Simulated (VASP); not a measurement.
Input of a VASP 6.6.1 run:

The input POSCAR:

```
SnSe
1.0
    0.0000000000      2.9197000000      3.0100000000
    3.1003000000      0.0000000000      3.0100000000
    3.1003000000      2.9197000000      0.0000000000
Sn Se
1 1
Direct
    0.0000000000      0.0000000000      0.0000000000
    0.5000000000      0.5000000000      0.5000000000
```

INCAR.step1

```
PREC = Accurate
ENCUT = 520
ISMEAR = 0
SIGMA = 0.05
LREAL = F
LASPH = T
NELM = 100
NBANDS = 17
GGA = PE
ALGO = Normal
EDIFF = 1E-4
LWAVE = T
LCHARG = F
```

INCAR.step2

```
PREC = Accurate
ENCUT = 520
EDIFF = 1E-6
ISMEAR = 0
SIGMA = 0.05
LREAL = F
LASPH = T
NELM = 100
ALGO = Normal
ISIF = 2
LWAVE = F
LCHARG = F
METAGGA = R2SCAN
LMIXTAU = T
NBANDS = 17
ISTART = 1
```

KPOINTS

```
regular mesh
0
Gamma
  10 10 10
```

Potentials or basis: VASP PAW PBE potentials, release 64 (Sn_d, Se).

Command:

```sh
$ cat potpaw_PBE.64/Sn_d/POTCAR potpaw_PBE.64/Se/POTCAR > POTCAR
$ cp INCAR.step1 INCAR
$ mpirun -np 1 vasp_std > vasp.out
$ cp INCAR.step2 INCAR
$ mpirun -np 1 vasp_std > vasp.out
```

Problem. Estimate the band gap on the k mesh.

Solution. 0.46 eV (least direct gap 0.54 eV).

Problem. What does it give for the pressure?

Solution. 0.4 GPa.

Stress tensor (GPa, compression positive):
```
-3.09  0.00  0.00
 0.00  4.36  0.00
 0.00  0.00 -0.04
```

Caveat: the cell differs from its parent crystal (strain +0.0300 x Voigt [1, -1, 0, 0, 0, 0]); the stress differs along the axes, from -3 to 4 GPa; semilocal functionals underestimate gaps, and a narrow one can read as zero; the PAW data sets were made with another functional, which shifts forces and pressure a little; spin-orbit coupling is left out, which moves the levels of the heavy elements. A k mesh can miss the band edges.
